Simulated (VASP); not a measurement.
IrRu: single point with LDA

Crystal: IrRu.

```xyz
2
Lattice="1.3832 0.7986 4.5408 -1.3832 0.7986 4.5408 0.0000 -1.5972 4.5408" Properties=species:S:1:pos:R:3 pbc="T T T"
Ru    0.0000    0.0000    6.8112
Ir    0.0000    0.0000    0.0000
```

| Item | Value |
| --- | --- |
| Program | VASP 6.6.1 |
| Task | single point |
| Functional | LDA |
| Potentials or basis | VASP PAW LDA potentials, release 64 (Ru_pv, Ir) |
| Cutoff | 520 eV |
| k mesh | 12 × 12 × 12 |
| Occupations | methfessel-paxton, width 0.1 eV |
| Spin | no spin polarisation |
| Dipole correction | no |
| Further INCAR settings | ALGO = Normal; EDIFF = 1e-06; NBANDS = 18 |

The pressure is -31.3 GPa and the band gap on the k mesh is zero (an odd number of electrons rules out a gap without spin polarisation).

Stress tensor (GPa, compression positive):
```
-30.85   0.00   0.00
  0.00 -30.85   0.00
  0.00   0.00 -32.34
```

Levels at points of the mesh, in eV from the Fermi level:
```tsv
k point	band 9	band 10	band 11	band 12	band 13	band 14
(0.00, 0.00, 0.00)	-2.60	-2.60	-0.56	-0.56	0.18	1.15
(0.50, 0.00, 0.00)	-2.30	-1.50	-0.92	1.14	1.48	4.03
(0.50, 0.50, 0.00)	0.20	1.03	1.13	1.25	1.63	1.66
(0.50, 0.50, 0.50)	-2.95	-2.04	-2.04	-0.66	-0.66	-0.16
```

It took 2.9 min on 1 thread of AMD EPYC 7R13 Processor (Zen 3), on a shared host, peak memory 0.23 GiB.

Caveat: the cell stands under tension; spin-orbit coupling is left out, which moves the levels of the heavy elements.
